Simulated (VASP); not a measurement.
Ag, 1 atom in the cell. Symmetry: I4/mmm, No. 139, tetragonal system. The conventional cell has a = 2.889 Å, b = 2.889 Å, c = 3.964 Å, α = 90.00°, β = 90.00°, γ = 90.00°. Within 3.8 Å of Ag (site symmetry 4/mmm) lie 12 Ag at 2.85 to 2.89 Å.  This cell differs from its parent crystal: zz strain of -3 %.

* Program: VASP 6.6.1
* Task: single point
* Functional: PBE
* Potentials or basis: VASP PAW PBE potentials, release 64 (Ag)
* Cutoff: 520 eV
* k mesh: 15 × 15 × 15
* Occupations: fermi-dirac, width 0.05 eV
* Spin: no spin polarisation
* Dipole correction: no
* Further INCAR settings: ALGO = Normal; EDIFF = 1e-06; NBANDS = 12

Potentials or basis: VASP PAW PBE potentials, release 64 (Ag).

Launch:

```sh
$ cat potpaw_PBE.64/Ag/POTCAR > POTCAR
$ mpirun -np 1 vasp_std > vasp.out
```

Hardware: 1 thread of Intel(R) Xeon(R) 6975P-C (Granite Rapids), on a shared host.

How long does it take, and how much memory?

Run time: 15 s on 1 thread of Intel(R) Xeon(R) 6975P-C (Granite Rapids) (shared host), peak memory 0.18 GiB. Counts: scf iterations 11, k points 288.
